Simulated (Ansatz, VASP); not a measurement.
**SrTiO3 in VASP and in Ansatz**

```
Sr Ti O
1.0
     4.28084    0.00000    0.00000
     0.00000    3.59197    0.00000
     0.00000    0.00000    3.93640
Sr Ti O
1 1 3
Direct
  0.00000 0.00000 0.00000
  0.50000 0.50000 0.50000
  0.00000 0.50000 0.50000
  0.50000 0.00000 0.50000
  0.50000 0.50000 0.00000
```

Change from the starting cell: strain +0.0875 x Voigt [1, -1, 0, 0, 0, 0], atoms carried along.

Alike in both runs: task single point; functional PBE; k mesh 8 × 8 × 8; occupations gaussian, width 0.05 eV; no spin polarisation.

|  | VASP | Ansatz |
| --- | --- | --- |
| version | VASP 6.6.1 | Ansatz 0.2.0 |
| potentials or method | VASP PAW PBE potentials, release 64 (Sr_sv, Ti_sv, O), cutoff 520 eV | scalar-relativistic, plane waves, PAW |
| valence electrons in the cell | 40 | 40 |

```csv
,VASP,Ansatz,Ansatz less VASP
gap on the k mesh at the Fermi level (eV),1.59,1.63,+0.038
least direct gap on the mesh (eV),1.94,1.97,+0.029
pressure (GPa),8.2,7.6,-0.59
"traceless stress, the component that is largest in VASP (GPa)",25.52,25.28,-0.245
```
